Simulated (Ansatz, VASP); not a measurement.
## C: VASP beside Ansatz

```
CELL_PARAMETERS angstrom
0.00000 1.71409 1.79877
1.71409 0.00000 1.79877
1.71409 1.71409 0.00000
ATOMIC_POSITIONS crystal
C 0.50000 0.50000 0.50000
C 0.75000 0.75000 0.75000
```

Alike in both runs: task single point; functional PBE; k mesh 12 × 12 × 12; occupations gaussian, width 0.05 eV; no spin polarisation.

|  | VASP | Ansatz |
| --- | --- | --- |
| version | VASP 6.6.1 | Ansatz 0.2.0 |
| potentials or method | VASP PAW PBE potentials, release 64 (C), cutoff 520 eV | scalar-relativistic, plane waves, PAW |
| valence electrons in the cell | 8 | 8 |

Ansatz gave:

| Quantity | Value |
| --- | --- |
| gap on the k mesh at the Fermi level (eV) | 3.69 |
| least direct gap on the mesh (eV) | 5.34 |

Problem. What did VASP give for the same quantities?

Solution. gap on the k mesh at the Fermi level (eV): 3.68; least direct gap on the mesh (eV): 5.33.

The functional is the same, so the differences come from potentials, cutoffs and numerics.
